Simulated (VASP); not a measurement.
Input of a VASP 6.6.1 run:

File INCAR:

```
PREC = Accurate
ENCUT = 520
EDIFF = 1E-6
ISMEAR = 0
SIGMA = 0.1
LREAL = F
LASPH = T
NELM = 80
ALGO = Normal
ISIF = 2
LWAVE = F
LCHARG = F
LDIPOL = T
IDIPOL = 3
DIPOL = 0.5 0.5 0.356
GGA = PE
NBANDS = 39
```

KPOINTS

```
regular mesh
0
Gamma
  8 8 1
```

File POSCAR:

```
W4O
1.0
    3.1836991688      0.0000000000      0.0000000000
    0.0000000000      3.1836991688      0.0000000000
    0.0000000000      0.0000000000     20.1425775749
W O
4 1
Direct
    0.5000000000      0.5000000000      0.1985843165
    0.0000000000      0.0000000000      0.2776134069
    0.5000000000      0.5000000000      0.3599451800
    0.0000000000      0.0000000000      0.4290700901
    0.0000000000      0.0000000000      0.5142502775
```

Potentials or basis: VASP PAW PBE potentials, release 64 (W_sv, O).

Command:

```console
$ cat potpaw_PBE.64/W_sv/POTCAR potpaw_PBE.64/O/POTCAR > POTCAR
$ mpirun -np 1 vasp_std > vasp.out
```

(1) Estimate the band gap on the k mesh.

(2) What does it give for the largest force?

Answers

(1) zero (bands 31 and 32 overlap by 2.11 eV).

(2) 2.375 eV/Å.

Caveat: spin-orbit coupling is left out, which moves the levels of the heavy elements.
